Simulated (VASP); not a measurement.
A run of VASP 6.6.1 is set up as follows.

INCAR

```
SYSTEM = MnO
PREC = Accurate
ENCUT = 600
EDIFF = 1E-6
ISMEAR = 0
SIGMA = 0.05
LREAL = .FALSE.
LASPH = .TRUE.
NELM = 150
ALGO = Normal
ISIF = 4
LWAVE = .FALSE.
LCHARG = .FALSE.
ISPIN = 2
MAGMOM = 4.47 4.47 0 0
LORBIT = 11
LMAXMIX = 4
LDAU = .TRUE.
LDAUTYPE = 2
LDAUL = 2 -1
LDAUU = 3.9 0
LDAUJ = 0 0
LDAUPRINT = 1
GGA = PS
IBRION = 2
NSW = 60
EDIFFG = -0.02
```

KPOINTS

```
Automatic mesh
0
G
  8 8 4
  0 0 0
```

POSCAR

```
MnO
1.0
    3.4583727421      0.0000000000      0.0000000000
   -1.7291863711      2.9950386504      0.0000000000
    0.0000000000      0.0000000000      5.1189423252
Mn O
2 2
Direct
    0.3333333333      0.6666666667     -0.0107135985
    0.6666666667      0.3333333333      0.4892864015
    0.3333333333      0.6666666667      0.3971435985
    0.6666666667      0.3333333333      0.8971435985
```

Potentials or basis: VASP PAW PBE potentials, release 64 (Mn_pv, O).

Run with:

```bash
$ cat potpaw_PBE.64/Mn_pv/POTCAR potpaw_PBE.64/O/POTCAR > POTCAR
$ mpirun -np 1 vasp_std > vasp.out
```

Task: Predict the site moments.

Result: Mn +4.58; O +0.11 μB.

Task: What does it give for the band gap on the k mesh?

Result: Zero (filled and empty bands touch).

Task: Predict the net moment.

Result: 10.00 μB per cell.

Forces in eV/Å, atoms in the order of the input:
```
Mn   0.000  0.000 -0.011
Mn   0.000  0.000 -0.011
O    0.000  0.000  0.011
O    0.000  0.000  0.011
```

Caveat: the relaxation stopped at its first step, so nothing moved; the PAW data sets were made with another functional, which shifts forces and pressure a little; only a ferromagnetic start was run, and an antiferromagnetic order may lie lower in energy. The state reached can hang on the start; a lower one may exist.
